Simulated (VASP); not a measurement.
Wanted: the native input for a VASP 6.6.1 run.

- Task: single point
- Functional: LDA
- Potentials or basis: VASP PAW LDA potentials, release 64 (Al, Cu)
- Cutoff: 520 eV
- k mesh: 8 × 8 × 8
- Occupations: gaussian, width 0.1 eV
- Spin: no spin polarisation
- Dipole correction: no
- Further INCAR settings: ALGO = Fast; EDIFF = 1e-06; NBANDS = 46

The structure of AlCu3 lies in POSCAR:

```
AlCu3
1.0
    4.1267161867      0.0000000000      0.0000000000
    0.0000000000      5.0574911893      0.0000000000
    0.0000000000      0.0000000000      4.4204742055
Al Cu
2 6
Direct
    0.0000000000      0.0000000000      0.6640187269
    0.5000000000      0.5000000000      0.3359812731
    0.0000000000      0.5000000000      0.6683686165
    0.5000000000      0.0000000000      0.3316313835
    0.0000000000      0.2510727741      0.1636958081
    0.0000000000      0.7489272259      0.1636958081
    0.5000000000      0.2489272259      0.8363041919
    0.5000000000      0.7510727741      0.8363041919
```

These files were run (other wordings do the same):

INCAR

```
SYSTEM = AlCu3
  PREC = Accurate
  ENCUT = 520
  EDIFF = 1E-6
  ISMEAR = 0
  SIGMA = 0.1
  LREAL = .FALSE.
  LASPH = .TRUE.
  NELM = 80
  ALGO = Fast
  ISIF = 2
  LWAVE = .FALSE.
  LCHARG = .FALSE.
  NBANDS = 46
```

KPOINTS

```
regular mesh
0
G
  8 8 8
  0 0 0
```

Potentials or basis: VASP PAW LDA potentials, release 64 (Al, Cu).

Run with:

```console
$ cat potpaw_LDA.64/Al/POTCAR potpaw_LDA.64/Cu/POTCAR > POTCAR
$ mpirun -np 1 vasp_std > vasp.out
```

Results of the run:

```yaml
Pressure: 0.9 GPa
Largest_force: 0.005 eV/Å
Band_gap_on_the_k_mesh: zero (band 36 reaches 11.27 eV, above the bottom of band 37 at 7.03 eV)
```

Run time: 13 min on 1 thread of Oxide Virtual Turin-like Processor (shared host), peak memory 0.42 GiB.
